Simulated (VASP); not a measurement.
A run of VASP 6.6.1:

Contents of INCAR:

```
SYSTEM = WC
ALGO     = Normal         ! electronic algorithm
EDIFF    = 1E-7           ! SCF threshold, eV
ENCUT    = 520            ! plane-wave cutoff, eV
GGA      = PE             ! functional
ISIF     = 2              ! what is computed and relaxed
ISMEAR   = 0              ! smearing method
LASPH    = .TRUE.         ! aspherical terms in the spheres
LCHARG   = .TRUE.         ! write CHGCAR
LELF     = .TRUE.         ! ELF
LREAL    = .FALSE.        ! projectors in reciprocal space
LVHAR    = .TRUE.       
LWAVE    = .FALSE.        ! write WAVECAR
NBANDS   = 16             ! bands
NELM     = 100            ! most SCF steps
PREC     = Accurate       ! precision mode
SIGMA    = 0.15           ! smearing width, eV
```

Contents of KPOINTS:

```
k-points
0
G
  18 18 16
  0 0 0
```

POSCAR

```
WC
1.0
    2.9005014360      0.0000000000      0.0000000000
   -1.4502507180      2.5119079273      0.0000000000
    0.0000000000      0.0000000000      2.8290000000
W C
1 1
Direct
   -0.0145716091      0.0398103764      0.0000000000
    0.6666666667      0.3333333333      0.5000000000
```

Potentials or basis: VASP PAW PBE potentials, release 64 (W_sv, C).

Command:

```bash
$ cat potpaw_PBE.64/W_sv/POTCAR potpaw_PBE.64/C/POTCAR > POTCAR
$ mpirun -np 1 vasp_std > vasp.out
```

Hardware: 1 thread of AMD EPYC 7R13, on a shared host.

Task: How long does it take, and how much memory?

Result: It took 15 min on 1 thread of AMD EPYC 7R13, on a shared host, peak memory 0.53 GiB. Counts: scf iterations 13, k points 1476.
